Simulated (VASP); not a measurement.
A run of VASP 6.6.1 is set up as follows.

File INCAR:

```
SYSTEM = WC
ALGO = Normal ; EDIFF = 1E-6
ENCUT = 910 ; GGA = PS
GGA_COMPAT = .False. ; ISIF = 2
ISMEAR = 0 ; LASPH = .True.
LCHARG = .False. ; LREAL = .False.
LWAVE = .False. ; NBANDS = 16
NELM = 120 ; PREC = Accurate
SIGMA = 0.15
```

Contents of KPOINTS:

```
k-points
0
Gamma
  12 12 12
  0 0 0
```

File POSCAR:

```
WC
1.0
    2.8984136660      0.0000000000      0.0000000000
   -1.4492068330      2.5100998655      0.0000000000
    0.0000000000      0.0000000000      2.8276119028
W C
1 1
Direct
    0.0000000000      0.0000000000      0.0000000000
    0.6666666667      0.3333333333      0.5000000000
```

Potentials or basis: VASP PAW PBE potentials, release 64 (W_sv, C_h).

Run with:

```bash
$ cat potpaw_PBE.64/W_sv/POTCAR potpaw_PBE.64/C_h/POTCAR > POTCAR
$ mpirun -np 1 vasp_std > vasp.out
```

(1) What does it give for the band gap on the k mesh?

(2) Predict the pressure.

## Answers

(1) zero (band 9 reaches 12.02 eV, above the bottom of band 10 at 10.78 eV).

(2) 1.2 GPa.

Caveat: the cutoff is under 1.25 times the usual one of these potentials, so pressure, stress and relaxed cells hold a basis-set (Pulay) error; the PAW data sets were made with another functional, which shifts forces and pressure a little; spin-orbit coupling is left out, which moves the levels of the heavy elements.
